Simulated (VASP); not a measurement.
# WS2 (P6_3/mmc) in VASP: single point with PBE

Aim: the single point of WS2 with PBE.

Everything below comes from runs of VASP 6.6.1. Logs are shortened: lines on timing, memory, paths and dates and some standing lists are left out, and cuts for length are marked.

**1. The cell of the first run**

It takes space group P6_3/mmc (No. 194, hexagonal). The conventional cell has a = 3.188 Å, b = 3.188 Å, c = 14.775 Å, α = 90.00°, β = 90.00°, γ = 120.00°. W (site symmetry -6m2) has 6 S at 2.42 Å and 6 W at 3.19 Å within 3.2 Å. S (site symmetry 3m) has 3 W at 2.42 Å and 7 S at 3.14 to 3.19 Å within 3.2 Å.

**2. Single point, PBE**

INCAR reads:

```
  PREC = Accurate
  ENCUT = 520
  EDIFF = 1E-7
  ISMEAR = 0
  SIGMA = 0.05
  LREAL = F
  LASPH = T
  NELM = 100
  ALGO = Normal
  ISIF = 2
  LWAVE = F
  LCHARG = F
  GGA = PE
  NBANDS = 35
```

KPOINTS reads:

```
Automatic mesh
0
Gamma
  12 12 2
```

POSCAR reads:

```
WS2
1.0
    3.1877810965      0.0000000000      0.0000000000
   -1.5938905483      2.7606994113      0.0000000000
    0.0000000000      0.0000000000     14.7749686149
W S
2 4
Direct
    0.3333333333      0.6666666667      0.2500000000
    0.6666666667      0.3333333333      0.7500000000
    0.3333333333      0.6666666667      0.6436696728
    0.6666666667      0.3333333333      0.1436696728
    0.3333333333      0.6666666667      0.8563303272
    0.6666666667      0.3333333333      0.3563303272
```

Potentials or basis: VASP PAW PBE potentials, release 64 (W_sv, S).

Started as:

```
cat potpaw_PBE.64/W_sv/POTCAR potpaw_PBE.64/S/POTCAR > POTCAR
mpirun -np 1 vasp_std > vasp.out
```

OUTCAR:

```text
PREC = Accurate
   ENCUT = 520
   EDIFF = 1E-7
   ISMEAR = 0
   LREAL = F
   LASPH = T
   NELM = 100
   ISIF = 2
   GGA = PE

 ion  position               nearest neighbor table
   1  0.333  0.667  0.250-   4 2.42   6 2.42   4 2.42   6 2.42   4 2.42   6 2.42
   2  0.667  0.333  0.750-   3 2.42   5 2.42   3 2.42   5 2.42   3 2.42   5 2.42
   3  0.333  0.667  0.644-   2 2.42   2 2.42   2 2.42
   4  0.667  0.333  0.144-   1 2.42   1 2.42   1 2.42
   5  0.333  0.667  0.856-   2 2.42   2 2.42   2 2.42
   6  0.667  0.333  0.356-   1 2.42   1 2.42   1 2.42

  LATTYP: Found a hexagonal cell.
 ALAT       =     3.1877810965
 C/A-ratio  =     4.6348755349

  Lattice vectors:

 A1 = (   3.1877810965,   0.0000000000,   0.0000000000)
 A2 = (  -1.5938905483,   2.7606994113,   0.0000000000)
 A3 = (   0.0000000000,   0.0000000000,  14.7749686149)

Analysis of symmetry for initial positions (statically):
=====================================================================
 Subroutine PRICEL returns:
 Original cell was already a primitive cell.

 Routine SETGRP: Setting up the symmetry group for a
 hexagonal supercell.

 Subroutine GETGRP returns: Found 24 space group operations
 (whereof 12 operations were pure point group operations)
 out of a pool of 24 trial point group operations.

The static configuration has the point symmetry D_3d.
 The point group associated with its full space group is D_6h.

Analysis of symmetry for dynamics (positions and initial velocities):
=====================================================================
 Subroutine PRICEL returns:
 Original cell was already a primitive cell.

 Routine SETGRP: Setting up the symmetry group for a
 hexagonal supercell.

 Subroutine GETGRP returns: Found 24 space group operations
 (whereof 12 operations were pure point group operations)
 out of a pool of 24 trial point group operations.

The dynamic configuration has the point symmetry D_3d.
 The point group associated with its full space group is D_6h.

 Subroutine INISYM returns: Found 24 space group operations
 (whereof 12 operations are pure point group operations),
 and found     1 'primitive' translations

----------------------------------------------------------------------------------------

                                     Primitive cell

  volume of cell :     130.0272

  direct lattice vectors                    reciprocal lattice vectors
     3.187781097  0.000000000  0.000000000     0.313697826  0.181113524  0.000000000
    -1.593890548  2.760699411  0.000000000     0.000000000  0.362227049  0.000000000
     0.000000000  0.000000000 14.774968615     0.000000000  0.000000000  0.067682039

  length of vectors
     3.187781097  3.187781097 14.774968615     0.362227049  0.362227049  0.067682039

  position of ions in fractional coordinates (direct lattice)
     0.333333333  0.666666667  0.250000000
     0.666666667  0.333333333  0.750000000
     0.333333333  0.666666667  0.643669673
     0.666666667  0.333333333  0.143669673
     0.333333333  0.666666667  0.856330327
     0.666666667  0.333333333  0.356330327

  ion indices of the primitive-cell ions
   primitive index   ion index
                 1           1
                 2           2
                 3           3
                 4           4
                 5           5
                 6           6

----------------------------------------------------------------------------------------

 KPOINTS: Automatic mesh

Automatic generation of k-mesh.
 Grid dimensions read from file:
 generate k-points for:   12   12    2

 Generating k-lattice:

  Cartesian coordinates                     Fractional coordinates (reciprocal lattice)
     0.026141486  0.015092794  0.000000000     0.083333333  0.000000000  0.000000000
     0.000000000  0.030185587  0.000000000     0.000000000  0.083333333  0.000000000
     0.000000000  0.000000000  0.033841019     0.000000000  0.000000000  0.500000000

  Length of vectors
     0.030185587  0.030185587  0.033841019

  Shift w.r.t. Gamma in fractional coordinates (k-lattice)
     0.000000000  0.000000000  0.000000000

 Subroutine IBZKPT returns following result:
 ===========================================

 Found     38 irreducible k-points:

 Following reciprocal coordinates:
            Coordinates               Weight
  0.000000  0.000000  0.000000      1.000000
  0.083333 -0.000000  0.000000      6.000000
  0.166667 -0.000000  0.000000      6.000000
  0.250000  0.000000  0.000000      6.000000
  0.333333 -0.000000  0.000000      6.000000
  0.416667 -0.000000  0.000000      6.000000
[... 16 lines left out ...]
  0.250000  0.000000  0.500000      6.000000
  0.333333 -0.000000  0.500000      6.000000
 [... further k-points ...]
   k-points           NKPTS =     38   k-points in BZ     NKDIM =     38   number of bands    NBANDS=     35
   number of dos      NEDOS =    301   number of ions     NIONS =      6
   total plane-waves  NPLWV =  64512
   dimension x,y,z NGX =    24 NGY =   24 NGZ =  112
   dimension x,y,z NGXF=    48 NGYF=   48 NGZF=  224
   ions per type =               2   4
   NGX,Y,Z   is equivalent  to a cutoff of  12.52, 12.52, 12.60 a.u.
   NGXF,Y,Z  is equivalent  to a cutoff of  25.03, 25.03, 25.20 a.u.
 SYSTEM =  unknown system
   PREC   = accura    normal or accurate (medium, high low for compatibility)
   ISTART =      0    job   : 0-new  1-cont  2-samecut
   ICHARG =      2    charge: 1-file 2-atom 10-const
   ISPIN  =      1    spin polarized calculation?
   LNONCOLLINEAR =      F non collinear calculations
   LSORBIT =      F    spin-orbit coupling
   LASPH  =      T    aspherical Exc in radial PAW
   ENCUT  =  520.0 eV  38.22 Ry    6.18 a.u.   5.93  5.93 27.47*2*pi/ulx,y,z
   NELM   =    100;   NELMIN=  2; NELMDL= -5     # of ELM steps
   EDIFF  = 0.1E-06   stopping-criterion for ELM
   LREAL  =      F    real-space projection
   EDIFFG = 0.1E-05   stopping-criterion for IOM
   NSW    =      0    number of steps for IOM
   IBRION =     -1    ionic relax: 0-MD 1-quasi-New 2-CG
   NFREE  =      0    steps in history (QN), initial steepest desc. (CG)
   ISIF   =      2    stress and relaxation
   ISYM   =      2    0-nonsym 1-usesym 2-fastsym
   POTIM  = 0.5000    time-step for ionic-motion
   TEBEG  =    0.0;   TEEND  =   0.0 temperature during run
   PSTRESS=    0.0 pullay stress
   NELECT =      52.0000    total number of electrons
   NUPDOWN=      -1.0000    fix difference up-down
   EMIN   =  10.00;   EMAX   =-10.00  energy-range for DOS
   EFERMI =   0.00;   METHOD = LEGACY
   ISMEAR =     0;   SIGMA  =   0.05  broadening in eV -4-tet -1-fermi 0-gaus
   EFERMI_NEDOS =   21; number of points for ismear=-14 and -15
   IALGO  =     38    algorithm
   IMIX   =      4    mixing-type and parameters
     AMIX     =   0.40;   BMIX     =  1.00
     AMIX_MAG =   1.60;   BMIX_MAG =  1.00
  volume/ion in A,a.u.               =      21.67       146.24
  Fermi-wavevector in a.u.,A,eV,Ry     =   1.206140  2.279275 19.793413  1.454775
  Thomas-Fermi vector in A             =   2.341816
   LORBIT       =      0    0 simple, 1 ext, 2 COOP (PROOUT), +10 PAW based schemes
   GGA     = PE    functional components
   LHFCALC =     F    Hartree Fock is set to
   AEXX    =    0.0000 exact exchange contribution
   IVDW    =     0    specifies the selected vdW correction
   LEPSILON=     F    determine dielectric tensor
   LRPA    =     F    only Hartree local field effects (RPA)
 non-spin polarized calculation
 Gauss-broadening in eV      SIGMA  =   0.05
  energy-cutoff  :      520.00
  volume of cell :      130.03
 maximum number of plane-waves:      3524
 NGX is ok and might be reduce to    24
   NGX = 11   NGY = 11   NGZ = 55

 number of electron      52.0000004 magnetization

 Free energy of the ion-electron system (eV)
  ---------------------------------------------------
  ext. energy  EPLUGINS =         0.00000000
  ---------------------------------------------------
  free energy    TOTEN  =       -47.36389254 eV

  energy without entropy =      -47.36389254  energy(sigma->0) =      -47.36389254

 E-fermi :   5.1068     XC(G=0):  -9.5405

 val. band max:        4.7563991050   @ k =   0.0000   0.0000   0.0000
 cond. band min:       6.3873661974   @ k =   0.3333   0.3333   0.0000
 fundamental gap:      1.6309670924
 Fermi energy:         5.1068499441

 k-point     1 :       0.0000    0.0000    0.0000
  band No.  band energies     occupation
      1     -69.4668      2.00000
      2     -69.4668      2.00000
      3     -33.6949      2.00000
      4     -33.6949      2.00000
      5     -33.5509      2.00000
      6     -33.5509      2.00000
[... 27 lines left out ...]
     34       7.6001      0.00000
     35       9.6176      0.00000

 k-point     2 :       0.0833   -0.0000    0.0000
  band No.  band energies     occupation
      1     -69.4657      2.00000
      2     -69.4657      2.00000
      3     -33.6909      2.00000
      4     -33.6909      2.00000
      5     -33.5732      2.00000
      6     -33.5732      2.00000
[... 27 lines left out ...]
     34       7.6590      0.00000
     35      10.1022      0.00000

 k-point     3 :       0.1667   -0.0000    0.0000
  band No.  band energies     occupation
      1     -69.4627      2.00000
      2     -69.4627      2.00000
      3     -33.6800      2.00000
      4     -33.6800      2.00000
      5     -33.6336      2.00000
      6     -33.6336      2.00000
[... 27 lines left out ...]
     34       8.1490      0.00000
     35      10.9086      0.00000
[... 723 lines left out ...]
 k-point    23 :       0.2500    0.0000    0.5000
  band No.  band energies     occupation
      1     -69.4587      2.00000
      2     -69.4587      2.00000
      3     -33.7150      2.00000
      4     -33.7150      2.00000
      5     -33.6651      2.00000
      6     -33.6651      2.00000
[... 27 lines left out ...]
     34       8.6475      0.00000
     35      11.4800      0.00000

 k-point    24 :       0.3333   -0.0000    0.5000
  band No.  band energies     occupation
      1     -69.4546      2.00000
      2     -69.4546      2.00000
      3     -33.7953      2.00000
      4     -33.7953      2.00000
      5     -33.6502      2.00000
      6     -33.6502      2.00000
[... 27 lines left out ...]
     34       9.0132      0.00000
     35      11.2215      0.00000

 [... further k-points ...]
[... 5 lines left out ...]
  --------------------------------------------------------------------------------------
  -------------------------------------------------------------------------------------
  Total       -0.0265631     -0.0265631     -0.0229109      0.0000000      0.0000000      0.0000000
  in kB       -0.3273075     -0.3273075     -0.2823056      0.0000000      0.0000000      0.0000000
  external PRESSURE =      -0.3123068 kB  Pullay stress =       0.0000000 kB

 VOLUME and BASIS-vectors are now :
 -----------------------------------------------------------------------------
  energy-cutoff  :      520.00
  volume of cell :      130.03
      direct lattice vectors                 reciprocal lattice vectors
     3.187781097  0.000000000  0.000000000     0.313697826  0.181113524  0.000000000
    -1.593890548  2.760699411  0.000000000     0.000000000  0.362227049  0.000000000
     0.000000000  0.000000000 14.774968615     0.000000000  0.000000000  0.067682039

 POSITION                                       TOTAL-FORCE (eV/Angst)
 -----------------------------------------------------------------------------------
     -0.00000      1.84047      3.69374        -0.000000     -0.000000     -0.000000
      1.59389      0.92023     11.08123         0.000000      0.000000     -0.000000
     -0.00000      1.84047      9.51020         0.000000     -0.000000     -0.004211
      1.59389      0.92023      2.12271         0.000000     -0.000000     -0.004211
     -0.00000      1.84047     12.65225         0.000000      0.000000      0.004211
      1.59389      0.92023      5.26477        -0.000000      0.000000      0.004211
 -----------------------------------------------------------------------------------
    total drift:                               -0.000000      0.000000     -0.000000

  FREE ENERGIE OF THE ION-ELECTRON SYSTEM (eV)
  ---------------------------------------------------
  free  energy   TOTEN  =       -47.3638925371 eV

  energy  without entropy=      -47.3638925371  energy(sigma->0) =      -47.36389254
```

It took 2.2 min on 1 thread of AMD EPYC 7R13 (Zen 3), shared host; peak memory 0.28 GiB.

Results:

```yaml
Free_energy: -47.3639 eV
Pressure: 0.0 GPa
Largest_force: 0.004 eV/Å
Band_gap_on_the_k_mesh: 1.63 eV (least direct gap 1.80 eV)
```

Forces on the atoms (eV/Å):
```
W    0.000  0.000  0.000
W    0.000  0.000  0.000
S    0.000  0.000 -0.004
S    0.000  0.000 -0.004
S    0.000  0.000  0.004
S    0.000  0.000  0.004
```

Levels at points of the mesh, in eV from the valence-band top:
```
           k point  band 24  band 25  band 26  band 27  band 28  band 29
(0.00, 0.00, 0.00)    -1.80    -0.43     0.00     2.69     2.69     2.69
(0.50, 0.00, 0.00)    -1.45    -1.12    -1.10     2.65     2.65     3.07
(0.00, 0.00, 0.50)    -1.80    -0.18    -0.18     2.69     2.69     2.69
(0.50, 0.00, 0.50)    -1.46    -1.11    -1.11     2.65     2.65     3.10
```

Caveat: spin-orbit coupling is left out, which moves the levels of the heavy elements; this functional lacks dispersion, which binds layers or chains, so the pressure and a relaxed spacing across them are unreliable. A k mesh can miss the band edges.
